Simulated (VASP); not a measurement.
Set up this calculation in VASP 6.6.1, as the native input.

| Property | Result |
| --- | --- |
| Task | single point |
| Functional | PBE |
| Potentials or basis | VASP PAW PBE potentials, release 64 (Cd, Se) |
| Cutoff | 520 eV |
| k mesh | 12 × 12 × 6 |
| Occupations | gaussian, width 0.02 eV |
| Spin | no spin polarisation |
| Dipole correction | no |
| Further INCAR settings | ALGO = Normal; EDIFF = 1e-06; NBANDS = 26 |

The structure of CdSe lies in POSCAR:

```
CdSe
1.0
    4.3837936038      0.0000000029      0.0000000000
   -2.1918968044      3.7964766244      0.0000000000
    0.0000000000      0.0000000000      7.1529442911
Cd Se
2 2
Direct
    0.6666666667      0.3333333333     -0.0003824329
    0.3333333333      0.6666666667      0.4996175671
    0.6666666667      0.3333333333      0.3753824329
    0.3333333333      0.6666666667      0.8753824329
```

One way to write it, as run:

INCAR

```
SYSTEM = CdSe
PREC = Accurate
ENCUT = 520
EDIFF = 1E-6
ISMEAR = 0
SIGMA = 0.02
LREAL = .False.
LASPH = .True.
NELM = 80
ALGO = Normal
ISIF = 2
LWAVE = .False.
LCHARG = .False.
GGA = PE
NBANDS = 26
```

KPOINTS

```
Automatic mesh
0
Gamma
  12 12 6
  0 0 0
```

Potentials or basis: VASP PAW PBE potentials, release 64 (Cd, Se).

Launch:

```console
$ cat potpaw_PBE.64/Cd/POTCAR potpaw_PBE.64/Se/POTCAR > POTCAR
$ mpirun -np 1 vasp_std > vasp.out
```

It gave:

The pressure is 0.2 GPa and the band gap on the k mesh is 0.54 eV.

Caveat: semilocal functionals underestimate gaps, and a narrow one can read as zero.

It took 5 min on 1 thread of Intel(R) Xeon(R) Platinum 8375C CPU @ 2.90GHz (Ice Lake), on a shared host, peak memory 0.38 GiB.
